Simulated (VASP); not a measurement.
Set up this calculation in VASP 6.6.1, as the native input.

| Property | Result |
| --- | --- |
| Task | single point |
| Functional | PBE |
| Potentials or basis | VASP PAW PBE potentials, release 64 (Na_pv, W_sv, Cl, O, S) |
| Cutoff | 520 eV |
| k mesh | 3 × 3 × 4 |
| Occupations | fermi-dirac, width 0.02 eV |
| Spin | no spin polarisation |
| Dipole correction | no |
| Further INCAR settings | LREAL = Auto; ALGO = Normal; EDIFF = 1e-06; NBANDS = 81 |

The structure of Na6W2SCl2O7 lies in POSCAR:

```
Na6W2SCl2O7
1.0
    7.5181000000      0.0000000000      0.0000000000
    0.0000000000      7.5181000000      0.0000000000
    0.0000000000      0.0000000000      5.3600000000
Na W Cl O S
6 2 2 7 1
Direct
    0.5117297281      0.0000000000      0.3746011159
   -0.0087587290      0.5000000000      0.6379527996
    0.7558980037      0.2531372373      0.0194573474
    0.2644756567      0.2705671558     -0.0400706978
    0.2644756567      0.7294328442     -0.0400706978
    0.7558980037      0.7468627627      0.0194573474
   -0.0275117010      0.0000000000      0.5343457806
    0.5034698388      0.5000000000      0.4902625326
    0.5190475616      0.0000000000      0.8482409110
    0.0084873570      0.5000000000      0.1571309743
    0.7899857547      0.0000000000      0.3256095866
    0.5104672783      0.3103790718      0.2894289917
    0.5104672783      0.6896209282      0.2894289917
    0.3043680877      0.5000000000      0.6763956276
   -0.0189959082      0.1943536181      0.7250404593
    0.6858235105      0.5000000000      0.7048827695
   -0.0189959082      0.8056463819      0.7250404593
    0.1896685307      0.0000000000      0.2628657013
```

The input as run:

INCAR

```
SYSTEM = Na6W2SCl2O7
PREC     = Accurate       ! precision mode
ENCUT    = 520            ! plane-wave cutoff, eV
EDIFF    = 1E-6           ! SCF threshold, eV
ISMEAR   = -1             ! smearing method
SIGMA    = 0.02           ! smearing width, eV
LREAL    = Auto         
LASPH    = .True.         ! aspherical terms in the spheres
NELM     = 80             ! most SCF steps
ALGO     = Normal         ! electronic algorithm
ISIF     = 2              ! what is computed and relaxed
LWAVE    = .False.        ! write WAVECAR
LCHARG   = .True.         ! write CHGCAR
GGA      = PE             ! functional
LELF     = .True.         ! ELF
LVHAR    = .True.       
NBANDS   = 81             ! bands
```

KPOINTS

```
regular mesh
0
Gamma
  3 3 4
  0 0 0
```

Potentials or basis: VASP PAW PBE potentials, release 64 (Na_pv, W_sv, Cl, O, S).

Command:

```sh
$ cat potpaw_PBE.64/Na_pv/POTCAR potpaw_PBE.64/W_sv/POTCAR potpaw_PBE.64/Cl/POTCAR potpaw_PBE.64/O/POTCAR potpaw_PBE.64/S/POTCAR > POTCAR
$ mpirun -np 1 vasp_std > vasp.out
```

Results of the run:

```
Pressure               : 5.3 GPa
Largest force          : 0.429 eV/Å
Band gap on the k mesh : 3.59 eV (least direct gap 3.69 eV)
```

Caveat: the cell stands under pressure; spin-orbit coupling is left out, which moves the levels of the heavy elements.

Wall time 4.9 min on 1 thread of Intel(R) Xeon(R) Platinum 8488C (Sapphire Rapids) (shared host), peak memory 0.46 GiB.
